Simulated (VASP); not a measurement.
# Mg9O8 (a cell with a defect) in VASP: a series of runs

The runs below take Mg9O8 (a cell with a defect) through relaxation of the atoms, with PBEsol.

Program: VASP 6.6.1. These are calculated values, not measurements. Logs are shortened: lines on timing, memory, paths and dates and some standing lists are left out, and cuts for length are marked.

## (1) The cell of the first run

The cell holds a defect, 17 atoms: a = 6.034 Å, b = 6.034 Å, c = 6.034 Å, α = 60.00°, β = 60.00°, γ = 60.00°.

## (2) Relaxation of the atoms, PBEsol

The input, INCAR:

```
ALGO = Normal
EDIFF = 1E-6
EDIFFG = -0.03
ENCUT = 520
GGA = PS
IBRION = 2
ISIF = 2
ISMEAR = 0
LASPH = T
LCHARG = F
LREAL = Auto
LWAVE = F
NELM = 100
NSW = 80
PREC = Accurate
SIGMA = 0.05
```

The input, KPOINTS:

```
k-points
0
Gamma
  2 2 2
```

The input, POSCAR:

```
Mg9O8
1.0
    0.0000000000      4.2665000000      4.2665000000
    4.2665000000      0.0000000000      4.2665000000
    4.2665000000      4.2665000000      0.0000000000
Mg O
9 8
Direct
    0.0000000000      0.0000000000      0.0000000000
    0.0000000000      0.0000000000      0.5000000000
    0.0000000000      0.5000000000      0.0000000000
    0.0000000000      0.5000000000      0.5000000000
    0.5000000000      0.0000000000      0.0000000000
    0.5000000000      0.0000000000      0.5000000000
    0.5000000000      0.5000000000      0.0000000000
    0.5000000000      0.5000000000      0.5000000000
    0.3673123000      0.8759345000      0.8767512000
    0.2500000000      0.2500000000      0.2500000000
    0.2500000000      0.2500000000      0.7500000000
    0.2500000000      0.7500000000      0.2500000000
    0.2500000000      0.7500000000      0.7500000000
    0.7500000000      0.2500000000      0.2500000000
    0.7500000000      0.2500000000      0.7500000000
    0.7500000000      0.7500000000      0.2500000000
    0.7500000000      0.7500000000      0.7500000000
```

Potentials or basis: VASP PAW PBE potentials, release 64 (Mg, O).

Launch:

```bash
> cat potpaw_PBE.64/Mg/POTCAR potpaw_PBE.64/O/POTCAR > POTCAR
> mpirun -np 1 vasp_std > vasp.out
```

OUTCAR:

```text
EDIFF = 1E-6
   EDIFFG = -0.03
   ENCUT = 520
   GGA = PS
   IBRION = 2
   ISIF = 2
   ISMEAR = 0
   LASPH = T
   LREAL = Auto
   NELM = 100
   NSW = 80
   PREC = Accurate

 ion  position               nearest neighbor table
   1  0.000  0.000  0.000-   9 1.81  11 2.13  12 2.13  13 2.13  14 2.13  15 2.13  16 2.13   3 3.02
                             5 3.02   2 3.02   2 3.02   4 3.02   6 3.02   3 3.02   4 3.02   7 3.02
   2  0.000  0.000  0.500-  10 2.13  12 2.13  13 2.13  14 2.13  15 2.13  17 2.13   1 3.02   4 3.02
                             6 3.02   1 3.02   3 3.02   5 3.02   3 3.02   4 3.02   8 3.02   5 3.02
   3  0.000  0.500  0.000-  10 2.13  11 2.13  13 2.13  14 2.13  16 2.13  17 2.13   1 3.02   4 3.02
                             7 3.02   2 3.02   4 3.02   8 3.02   1 3.02   2 3.02   5 3.02   5 3.02
   4  0.000  0.500  0.500-  10 2.13  11 2.13  12 2.13  15 2.13  16 2.13  17 2.13   2 3.02   3 3.02
                             8 3.02   1 3.02   3 3.02   7 3.02   1 3.02   2 3.02   6 3.02   6 3.02
   5  0.500  0.000  0.000-   9 1.87  10 2.13  11 2.13  12 2.13  15 2.13  16 2.13  17 2.13   6 3.02
                             7 3.02   1 3.02   2 3.02   6 3.02   8 3.02   3 3.02   7 3.02   8 3.02
   6  0.500  0.000  0.500-   9 1.86  10 2.13  11 2.13  13 2.13  14 2.13  16 2.13  17 2.13   5 3.02
                             8 3.02   2 3.02   1 3.02   5 3.02   7 3.02   4 3.02   7 3.02   8 3.02
   7  0.500  0.500  0.000-   9 1.85  10 2.13  12 2.13  13 2.13  14 2.13  15 2.13  17 2.13   5 3.02
                             8 3.02   3 3.02   4 3.02   6 3.02   8 3.02   1 3.02   5 3.02   6 3.02
   8  0.500  0.500  0.500-  11 2.13  12 2.13  13 2.13  14 2.13  15 2.13  16 2.13   4 3.02   6 3.02
                             7 3.02   3 3.02   5 3.02   7 3.02   2 3.02   5 3.02   6 3.02   2 3.02
   9  0.367  0.876  0.877-   1 1.81  13 1.82  12 1.84  11 1.84   7 1.85   6 1.86   5 1.87  17 1.89
                             3 3.51   2 3.51   4 3.52   4 3.52   2 3.53   3 3.53   8 3.53   8 3.55
  10  0.250  0.250  0.250-   2 2.13   3 2.13   4 2.13   5 2.13   6 2.13   7 2.13
  11  0.250  0.250  0.750-   9 1.84   3 2.13   4 2.13   5 2.13   6 2.13   8 2.13   1 2.13
  12  0.250  0.750  0.250-   9 1.84   2 2.13   4 2.13   5 2.13   7 2.13   8 2.13   1 2.13
  13  0.250  0.750  0.750-   9 1.82   2 2.13   3 2.13   6 2.13   7 2.13   8 2.13   1 2.13
  14  0.750  0.250  0.250-   1 2.13   2 2.13   3 2.13   6 2.13   7 2.13   8 2.13
  15  0.750  0.250  0.750-   1 2.13   2 2.13   4 2.13   5 2.13   7 2.13   8 2.13
  16  0.750  0.750  0.250-   1 2.13   3 2.13   4 2.13   5 2.13   6 2.13   8 2.13
  17  0.750  0.750  0.750-   9 1.89   3 2.13   4 2.13   5 2.13   6 2.13   7 2.13   2 2.13

 -----------------------------------------------------------------------------
|                                                                             |
|           W    W    AA    RRRRR   N    N  II  N    N   GGGG   !!!           |
|           W    W   A  A   R    R  NN   N  II  NN   N  G    G  !!!           |
|           W    W  A    A  R    R  N N  N  II  N N  N  G       !!!           |
|           W WW W  AAAAAA  RRRRR   N  N N  II  N  N N  G  GGG   !            |
|           WW  WW  A    A  R   R   N   NN  II  N   NN  G    G                |
|           W    W  A    A  R    R  N    N  II  N    N   GGGG   !!!           |
|                                                                             |
|     The distance between some ions is very small. Please check the          |
|     nearest-neighbor list in the OUTCAR file.                               |
|     I HOPE YOU KNOW WHAT YOU ARE DOING!                                     |
|                                                                             |
 -----------------------------------------------------------------------------

[... 176 lines left out ...]
   IVDW    =     0    specifies the selected vdW correction
   LEPSILON=     F    determine dielectric tensor
   LRPA    =     F    only Hartree local field effects (RPA)
 conjugate gradient relaxation of ions
 non-spin polarized calculation
 Gauss-broadening in eV      SIGMA  =   0.05
  energy-cutoff  :      520.00
  volume of cell :      155.33
 maximum number of plane-waves:      4279
 NGX is ok and might be reduce to    48
   NGX = 23   NGY = 23   NGZ = 23

--------------------------------------- Ionic step        1  -------------------------------------------

 number of electron      66.0000021 magnetization

 Free energy of the ion-electron system (eV)
  ---------------------------------------------------
  ext. energy  EPLUGINS =         0.00000000
  ---------------------------------------------------
  free energy    TOTEN  =       -82.79009419 eV

  energy without entropy =      -82.77926524  energy(sigma->0) =      -82.78467971

------------------------ aborting loop because EDIFF is reached ----------------------------------------

  FORCE on cell =-STRESS in cart. coord.  units (eV):
  Direction    XX          YY          ZZ          XY          YZ          ZX
  --------------------------------------------------------------------------------------
  -------------------------------------------------------------------------------------
  Total       31.8193038     31.7820455     31.7677512     -0.4557556      0.2222199     -0.4058545
  in kB      328.2131750    327.8288584    327.6814148     -4.7010772      2.2921774     -4.1863511
  external PRESSURE =     327.9078161 kB  Pullay stress =       0.0000000 kB
[... 134 lines left out ...]
  FREE ENERGIE OF THE ION-ELECTRON SYSTEM (eV)
  ---------------------------------------------------
  free  energy   TOTEN  =       -88.4704963914 eV

  energy  without entropy=      -88.4593119082  energy(sigma->0) =      -88.46490415

[... ionic steps 4 to 11 ...]

--------------------------------------- Ionic step       12  -------------------------------------------

 number of electron      65.9999996 magnetization

------------------------ aborting loop because EDIFF is reached ----------------------------------------
[... 97 lines left out ...]
--------------------------------------- Ionic step       14  -------------------------------------------

 number of electron      65.9999997 magnetization

 Free energy of the ion-electron system (eV)
  ---------------------------------------------------
  ext. energy  EPLUGINS =         0.00000000
  ---------------------------------------------------
  free energy    TOTEN  =       -88.67000948 eV

  energy without entropy =      -88.65646563  energy(sigma->0) =      -88.66323756

 E-fermi :   9.5480     XC(G=0): -11.4729

 val. band max:        9.5417659276   @ k =   0.5000   0.5000   0.5000
 cond. band min:       9.5828491925   @ k =   0.0000   0.0000   0.0000
 fundamental gap:      0.0410832650
 Fermi energy:         9.5480261466

 k-point     1 :       0.0000    0.0000    0.0000
  band No.  band energies     occupation
      1     -13.8784      2.00000
      2     -12.6745      2.00000
      3     -12.6478      2.00000
      4     -12.6385      2.00000
      5     -12.6333      2.00000
      6     -12.3991      2.00000
[... 393 lines left out ...]
  FREE ENERGIE OF THE ION-ELECTRON SYSTEM (eV)
  ---------------------------------------------------
  free  energy   TOTEN  =       -88.6700094797 eV

  energy  without entropy=      -88.6564656304  energy(sigma->0) =      -88.66323756

 reached required accuracy - stopping structural energy minimisation
```

CONTCAR:

```text
Mg9O8
   1.00000000000000
     0.0000000000000000    4.2664999999999997    4.2664999999999997
     4.2664999999999997    0.0000000000000000    4.2664999999999997
     4.2664999999999997    4.2664999999999997    0.0000000000000000
  Mg              O
     9     8
Direct
     0.9334284292774657    0.0221879623295770    0.0221841781571432
     0.9996111521717521    0.0016314034776082    0.4994312886956055
     0.9996018606013225    0.4994477285886326    0.0016377439435838
     0.9995674439496369    0.4993909028733028    0.4993590758273638
     0.5207060246462154    0.0208704707219534    0.0208831335997375
     0.5210656247158990    0.0212080018775851    0.4364731364691209
[... 9 lines left out ...]
     0.7549552920196979    0.7329081367932062    0.2558767652551640
     0.7548769703504051    0.7486805856784341    0.7485304033132557

  0.00000000E+00  0.00000000E+00  0.00000000E+00
  0.00000000E+00  0.00000000E+00  0.00000000E+00
  0.00000000E+00  0.00000000E+00  0.00000000E+00
  0.00000000E+00  0.00000000E+00  0.00000000E+00
  0.00000000E+00  0.00000000E+00  0.00000000E+00
  0.00000000E+00  0.00000000E+00  0.00000000E+00
[... 9 lines left out ...]
  0.00000000E+00  0.00000000E+00  0.00000000E+00
  0.00000000E+00  0.00000000E+00  0.00000000E+00
```

Wall time 23 min (1 thread of Oxide Virtual Turin-like, shared host); peak memory 0.3 GiB.

Results:

- Free energy: -88.6700 eV
- Energy gained by relaxing: 345.9 meV/atom
- Ionic steps: 14
- Pressure after relaxing: 29.4 GPa
- Largest force after relaxing: 0.024 eV/Å
- Band gap on the k mesh: zero (band 33 reaches 9.96 eV, above the bottom of band 34 at 9.50 eV)

Forces in eV/Å, atoms in the order of the input:
```
Mg   0.008 -0.007 -0.008
Mg   0.000 -0.001 -0.006
Mg  -0.001 -0.006  0.000
Mg   0.008  0.003  0.003
Mg  -0.005 -0.002 -0.003
Mg  -0.001  0.002  0.000
Mg  -0.001  0.001  0.002
Mg  -0.005  0.004  0.003
Mg   0.006 -0.014 -0.018
O   -0.001 -0.001 -0.001
O   -0.007  0.015  0.007
O   -0.006  0.006  0.016
O   -0.007  0.007  0.009
O    0.000 -0.001 -0.001
O    0.001  0.000 -0.002
O    0.002 -0.002  0.000
O    0.009 -0.002  0.000
```

Stress tensor (GPa, compression positive):
```
29.42 -0.06 -0.05
-0.06 29.40  0.04
-0.05  0.04 29.39
```

Step by step:
```
step  energy change (eV)  largest force (eV/Å)  pressure (GPa)
   1              0.0000               10.3985           32.79
   2             -3.4260                7.3166           37.14
   3             -5.6804                0.7228           31.52
   4             -5.6788                0.7624           31.63
   5             -5.8255                0.4652           30.47
   6             -5.8469                0.5965           30.01
   7             -5.8665                0.4088           29.55
   8             -5.8684                0.1821           29.64
   9             -5.8773                0.0993           29.56
  10             -5.8796                0.0434           29.44
  11             -5.8796                0.0357           29.45
  12             -5.8798                0.0415           29.41
  13             -5.8798                0.0348           29.42
  14             -5.8799                0.0238           29.40
```

Final structure:
```yaml
crystal:
  lattice:
    - [0.00000, 4.26650, 4.26650]
    - [4.26650, 0.00000, 4.26650]
    - [4.26650, 4.26650, 0.00000]
  atoms:
    - { symbol: Mg, position: [0.93343, 0.02219, 0.02218] }
    - { symbol: Mg, position: [0.99961, 0.00163, 0.49943] }
    - { symbol: Mg, position: [0.99960, 0.49945, 0.00164] }
    - { symbol: Mg, position: [0.99957, 0.49939, 0.49936] }
    - { symbol: Mg, position: [0.52071, 0.02087, 0.02088] }
    - { symbol: Mg, position: [0.52107, 0.02121, 0.43647] }
    - { symbol: Mg, position: [0.52116, 0.43617, 0.02132] }
    - { symbol: Mg, position: [0.50158, 0.49951, 0.49949] }
    - { symbol: Mg, position: [0.37170, 0.87536, 0.87573] }
    - { symbol: O, position: [0.23354, 0.25532, 0.25541] }
    - { symbol: O, position: [0.24873, 0.25804, 0.74697] }
    - { symbol: O, position: [0.24857, 0.74698, 0.25837] }
    - { symbol: O, position: [0.24796, 0.74629, 0.74609] }
    - { symbol: O, position: [0.75525, 0.25608, 0.25617] }
    - { symbol: O, position: [0.75501, 0.25585, 0.73283] }
    - { symbol: O, position: [0.75496, 0.73291, 0.25588] }
    - { symbol: O, position: [0.75488, 0.74868, 0.74853] }
```

Caveat: the k points lie up to 0.64 Å⁻¹ apart; the PAW data sets were made with another functional, which shifts forces and pressure a little.

## (3) Relaxation of the atoms, PBEsol

The input, INCAR:

```
PREC = Accurate
ENCUT = 520
EDIFF = 1E-7
ISMEAR = 0
SIGMA = 0.05
LREAL = Auto
LASPH = T
NELM = 80
ALGO = Normal
ISIF = 2
LWAVE = F
LCHARG = F
GGA = PS
IBRION = 2
NSW = 80
EDIFFG = -0.03
```

The input, KPOINTS:

```
regular mesh
0
Gamma
  2 2 2
```

POSCAR: that of step 2 with these lines changed.

```diff
@@ -16,3 +16,3 @@
     0.5000000000      0.5000000000      0.5000000000
-    0.3673123000      0.8759345000      0.8767512000
+    0.1138153700      1.1305094300      1.1253049300
     0.2500000000      0.2500000000      0.2500000000
```

Potentials or basis: VASP PAW PBE potentials, release 64 (Mg, O).

Launch:

```bash
> cat potpaw_PBE.64/Mg/POTCAR potpaw_PBE.64/O/POTCAR > POTCAR
> mpirun -np 1 vasp_std > vasp.out
```

Wall time 29 min (1 thread of Oxide Virtual Turin-like, shared host); peak memory 0.31 GiB.

It converged, with:

```
Free energy                  : -88.6707 eV
Energy gained by relaxing    : 347.4 meV/atom
Ionic steps                  : 13
Pressure after relaxing      : 29.4 GPa
Largest force after relaxing : 0.027 eV/Å
Band gap on the k mesh       : zero (band 33 reaches 9.95 eV, above the bottom of band 34 at 9.51 eV)
```

Forces in eV/Å, atoms in the order of the input:
```
Mg  -0.011 -0.012 -0.012
Mg   0.008  0.006 -0.008
Mg   0.012 -0.012  0.011
Mg  -0.006  0.004  0.006
Mg   0.004 -0.004 -0.004
Mg  -0.003  0.000 -0.004
Mg   0.001 -0.002 -0.001
Mg   0.004  0.000  0.003
Mg   0.011 -0.018 -0.011
O   -0.021  0.010  0.004
O   -0.009  0.024  0.009
O   -0.004  0.010  0.021
O    0.004 -0.003 -0.004
O    0.009  0.001 -0.009
O   -0.002  0.001 -0.005
O   -0.003 -0.006  0.003
O    0.005  0.002  0.002
```

Stress tensor (GPa, compression positive):
```
29.40  0.02  0.07
 0.02 29.36 -0.02
 0.07 -0.02 29.40
```

Step by step:
| step | energy change (eV) | largest force (eV/Å) | pressure (GPa) |
| --- | --- | --- | --- |
| 1 | 0.0000 | 10.1938 | 32.83 |
| 2 | -3.4102 | 7.1282 | 37.18 |
| 3 | -5.7003 | 0.7823 | 31.51 |
| 4 | -5.8421 | 0.5273 | 30.44 |
| 5 | -5.8524 | 0.8801 | 30.16 |
| 6 | -5.8890 | 0.3236 | 29.58 |
| 7 | -5.8907 | 0.2182 | 29.67 |
| 8 | -5.9008 | 0.1013 | 29.58 |
| 9 | -5.9043 | 0.0792 | 29.45 |
| 10 | -5.9043 | 0.0762 | 29.46 |
| 11 | -5.9047 | 0.0739 | 29.38 |
| 12 | -5.9048 | 0.0409 | 29.41 |
| 13 | -5.9051 | 0.0271 | 29.39 |

Final structure:
```
CELL_PARAMETERS angstrom
0.00000 4.26650 4.26650
4.26650 0.00000 4.26650
4.26650 4.26650 0.00000
ATOMIC_POSITIONS crystal
Mg 0.97807 0.97813 0.97808
Mg 0.97852 0.97866 0.56416
Mg 0.97806 0.56575 0.97807
Mg 0.99819 0.50056 0.50068
Mg 0.56055 0.97984 0.97977
Mg 0.50071 0.99843 0.50046
Mg 0.50079 0.50040 0.99840
Mg 0.50071 0.50040 0.50046
Mg 0.12015 0.12736 0.12518
O 0.25360 0.25063 0.25143
O 0.25458 0.25143 0.74253
O 0.25357 0.74438 0.25142
O 0.26826 0.74408 0.74359
O 0.73813 0.25362 0.25461
O 0.74340 0.26666 0.74473
O 0.74312 0.74494 0.26702
O 0.74339 0.74522 0.74472
```

Levels at points of the mesh, in eV from the Fermi level:
```csv
k point,band 29,band 30,band 31,band 32,band 33,band 34,band 35,band 36,band 37,band 38
"(0.00, 0.00, 0.00)",-6.85,-6.46,-6.45,-6.44,-2.42,0.03,0.83,0.83,0.84,1.79
"(0.50, 0.00, 0.00)",-6.77,-6.77,-6.66,-6.66,-0.28,0.01,1.42,1.89,1.93,2.88
"(0.00, 0.50, 0.00)",-6.77,-6.76,-6.69,-6.68,-0.27,-0.04,1.43,1.85,1.97,2.79
"(0.00, 0.00, 0.50)",-6.77,-6.76,-6.68,-6.68,-0.28,-0.02,1.42,1.84,1.98,2.82
"(0.50, 0.50, 0.50)",-6.77,-6.76,-6.69,-6.68,-0.27,-0.04,1.43,1.85,1.97,2.79
"(0.50, 0.50, 0.00)",-7.01,-7.00,-6.96,-6.83,0.41,0.67,1.62,2.05,2.11,2.92
"(0.00, 0.50, 0.50)",-7.01,-7.00,-6.96,-6.83,0.41,0.67,1.62,2.05,2.11,2.92
"(0.50, 0.00, 0.50)",-7.02,-6.99,-6.96,-6.83,0.40,0.68,1.62,2.03,2.13,2.92
```

Caveat: the k points lie up to 0.64 Å⁻¹ apart; the PAW data sets were made with another functional, which shifts forces and pressure a little.
